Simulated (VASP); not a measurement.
Here is a VASP 6.6.1 calculation.

The input INCAR:

```
SYSTEM = GaN
PREC = Accurate
ENCUT = 520
EDIFF = 1E-6
ISMEAR = 0
SIGMA = 0.05
LREAL = .False.
LASPH = .True.
NELM = 80
ALGO = Normal
ISIF = 2
LWAVE = .False.
LCHARG = .True.
GGA = PE
LELF = .True.
LVHAR = .True.
NBANDS = 26
```

Contents of KPOINTS:

```
Automatic mesh
0
Gamma
  12 12 6
  0 0 0
```

The input POSCAR:

```
GaN
1.0
    3.2184289164     -0.0804607229      0.0000000000
   -1.6788954883      2.8274715633      0.0000000000
    0.0000000000      0.0000000000      5.2430304702
Ga N
2 2
Direct
    0.3333333333      0.6666666667      0.9991316875
    0.6666666667      0.3333333333      0.4991316875
    0.3333333333      0.6666666667      0.3758683125
    0.6666666667      0.3333333333      0.8758683125
```

Potentials or basis: VASP PAW PBE potentials, release 64 (Ga_d, N).

Command:

```console
$ cat potpaw_PBE.64/Ga_d/POTCAR potpaw_PBE.64/N/POTCAR > POTCAR
$ mpirun -np 1 vasp_std > vasp.out
```

(1) What does it give for the band gap on the k mesh?

(2) Predict the pressure.

(3) What does it give for the largest force?

Results:

(1) 1.59 eV, direct.

(2) 0.5 GPa.

(3) 0.418 eV/Å.

Caveat: the cell differs from its parent crystal (strain -0.0500 x Voigt [0, 0, 0, 0, 0, 1]).
